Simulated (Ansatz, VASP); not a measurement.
**One calculation of C, two programs**

The input INCAR:

```
PREC = Accurate ; ENCUT = 600
EDIFF = 1E-6 ; ISMEAR = 0
SIGMA = 0.1 ; LREAL = False
LASPH = True ; NELM = 120
ALGO = Normal ; ISIF = 2
LWAVE = False ; LCHARG = False
GGA = PS ; NBANDS = 26
GGA_COMPAT = False
```

File KPOINTS:

```
regular mesh
0
Gamma
  6 6 6
```

File POSCAR:

```
C
1.0
   -2.4534163960      2.4534163960      2.4822347044
    2.4534163960     -2.4534163960      2.4822347044
    2.4534163960      2.4534163960     -2.4822347044
C
8
Direct
    0.8386334659      0.1613665341      0.0000000000
    0.1613665341      0.1613665341      0.3227330683
    0.9113665341      0.4113665341      0.8227330683
    0.5886334659      0.4113665341      0.5000000000
    0.8386334659      0.8386334659      0.6772669317
    0.1613665341      0.8386334659      0.0000000000
    0.9113665341      0.0886334659      0.5000000000
    0.5886334659      0.0886334659      0.1772669317
```

Input for Ansatz:

```yaml
crystal:
  lattice:
    - [-2.453416396, 2.453416396, 2.4822347044]
    - [2.453416396, -2.453416396, 2.4822347044]
    - [2.453416396, 2.453416396, -2.4822347044]
  atoms:
    - { symbol: C, position: [0.8386334659, 0.1613665341, 0.0] }
    - { symbol: C, position: [0.1613665341, 0.1613665341, 0.3227330683] }
    - { symbol: C, position: [0.9113665341, 0.4113665341, 0.8227330683] }
    - { symbol: C, position: [0.5886334659, 0.4113665341, 0.5] }
    - { symbol: C, position: [0.8386334659, 0.8386334659, 0.6772669317] }
    - { symbol: C, position: [0.1613665341, 0.8386334659, 0.0] }
    - { symbol: C, position: [0.9113665341, 0.0886334659, 0.5] }
    - { symbol: C, position: [0.5886334659, 0.0886334659, 0.1772669317] }
basis:
  ecutwfc: 420
kpoints:
  mp_grid: { grid: [6, 6, 6] }
hamiltonian:
  xc: pbesol
scf:
  occupations: { method: gaussian, width: 0.1 }
  lower_state_search: "off"
output:
  forces: true
  stress: true
  eigenvalues: true
```

Change from the starting cell: the structure that the rattled bcc type (Im-3m, No. 229) fell into.

Alike in both runs: task single point; functional PBEsol; k mesh 6 × 6 × 6; occupations gaussian, width 0.1 eV; no spin polarisation.

|  | VASP | Ansatz |
| --- | --- | --- |
| version | VASP 6.6.1 | Ansatz 0.2.0 |
| potentials or method | VASP PAW PBE potentials, release 64 (C), cutoff 600 eV | scalar-relativistic, plane waves, PAW |
| valence electrons in the cell | 32 | 32 |

|  | VASP | Ansatz | Ansatz less VASP |
| --- | --- | --- | --- |
| gap on the k mesh at the Fermi level (eV) | 3.14 | 3.15 | +0.008 |
| least direct gap on the mesh (eV) | 3.48 | 3.49 | +0.008 |
| pressure (GPa) | 0.3 | 0.0 | -0.34 |
| traceless stress, the component that is largest in VASP (GPa) | -0.17 | -0.06 | +0.114 |
| rms of the force components (eV/Å) | 0.014 | 0.001 | -0.0131 |

VASP's potentials were made for PBE, not for PBEsol. Atom by atom the forces differ by 0.015 eV/Å (rms over components).
